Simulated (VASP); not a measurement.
A run of VASP 6.6.1:

Contents of INCAR:

```
SYSTEM = SiHgRh
PREC = Accurate
ENCUT = 520
EDIFF = 1E-7
ISMEAR = 0
SIGMA = 0.1
LREAL = .FALSE.
LASPH = .TRUE.
NELM = 100
ALGO = Fast
ISIF = 2
LWAVE = .FALSE.
LCHARG = .FALSE.
GGA = PE
NBANDS = 22
```

File KPOINTS:

```
regular mesh
0
G
  6 6 6
  0 0 0
```

POSCAR

```
SiHgRh
1.0
    4.0771152007      0.0000000000      0.0000000000
   -2.0385576003      3.5308853380      0.0000000000
    0.0000000000      0.0000000000      3.5992621582
Si Hg Rh
1 1 1
Direct
    0.3333333333      0.6666666667      0.5000000000
    0.6666666667      0.3333333333      0.0000000000
    0.0000000000      0.0000000000      0.5000000000
```

Potentials or basis: VASP PAW PBE potentials, release 64 (Si, Hg, Rh_pv).

Command:

```bash
$ cat potpaw_PBE.64/Si/POTCAR potpaw_PBE.64/Hg/POTCAR potpaw_PBE.64/Rh_pv/POTCAR > POTCAR
$ mpirun -np 1 vasp_std > vasp.out
```

Hardware: 1 thread of Intel(R) Xeon(R) Platinum 8259CL CPU @ 2.50GHz (Skylake/Cascade Lake), on a shared host.

Q: Estimate the wall time of this run.

A: It took 43 s on 1 thread of Intel(R) Xeon(R) Platinum 8259CL CPU @ 2.50GHz (Skylake/Cascade Lake), on a shared host, peak memory 0.18 GiB. Counts: scf iterations 15, k points 28.
